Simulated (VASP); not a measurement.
PtC, 2 atoms in the cell. The typed cell holds 2 atoms: a = 2.807 Å, b = 2.807 Å, c = 2.810 Å, α = 90.00°, β = 90.00°, γ = 90.00°. 

* Program: VASP 6.6.1
* Task: single point
* Functional: PBE
* Potentials or basis: VASP PAW PBE potentials, release 64 (Pt, C)
* Cutoff: 520 eV
* k mesh: 20 × 20 × 20
* Occupations: gaussian, width 0.1 eV
* Spin: no spin polarisation
* Dipole correction: no
* Further INCAR settings: ALGO = Normal; EDIFF = 1e-07; NBANDS = 14

Potentials or basis: VASP PAW PBE potentials, release 64 (Pt, C).

Command:

```sh
$ cat potpaw_PBE.64/Pt/POTCAR potpaw_PBE.64/C/POTCAR > POTCAR
$ mpirun -np 1 vasp_std > vasp.out
```

Hardware: 1 thread of Intel Xeon 8259CL, on a shared host.

How long does it take, and how much memory?

Run time: 3.3 min on 1 thread of Intel Xeon 8259CL, on a shared host, peak memory 0.35 GiB. Counts: scf iterations 15, k points 726.
